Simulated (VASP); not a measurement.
Input of a VASP 6.6.1 run:

File INCAR:

```
ALGO     = Normal         # electronic algorithm
EDIFF    = 1E-6           # SCF threshold, eV
ENCUT    = 520            # plane-wave cutoff, eV
GGA      = PE             # functional
ISIF     = 2              # what is computed and relaxed
ISMEAR   = -1             # smearing method
LASPH    = T              # aspherical terms in the spheres
LCHARG   = T              # write CHGCAR
LELF     = T              # ELF
LREAL    = F              # projectors in reciprocal space
LVHAR    = T            
LWAVE    = F              # write WAVECAR
NBANDS   = 8              # bands
NELM     = 60             # most SCF steps
PREC     = Accurate       # precision mode
SIGMA    = 0.06122561905347299 # smearing width, eV
```

File KPOINTS:

```
k-points
0
Gamma
  31 31 31
```

POSCAR

```
C
1.0
    1.7765655697      0.0000000000      0.0000000000
    0.0000000000      1.7765655697      0.0000000000
    0.0000000000      0.0000000000      1.7765655697
C
1
Direct
    0.0000000000      0.0000000000      0.0000000000
```

Potentials or basis: VASP PAW PBE potentials, release 64 (C).

Launch:

```sh
$ cat potpaw_PBE.64/C/POTCAR > POTCAR
$ mpirun -np 1 vasp_std > vasp.out
```

Problem. Predict the pressure.

Solution. -0.8 GPa.

Problem. Estimate the band gap on the k mesh.

Solution. Zero (bands 2 and 3 overlap by 11.94 eV).
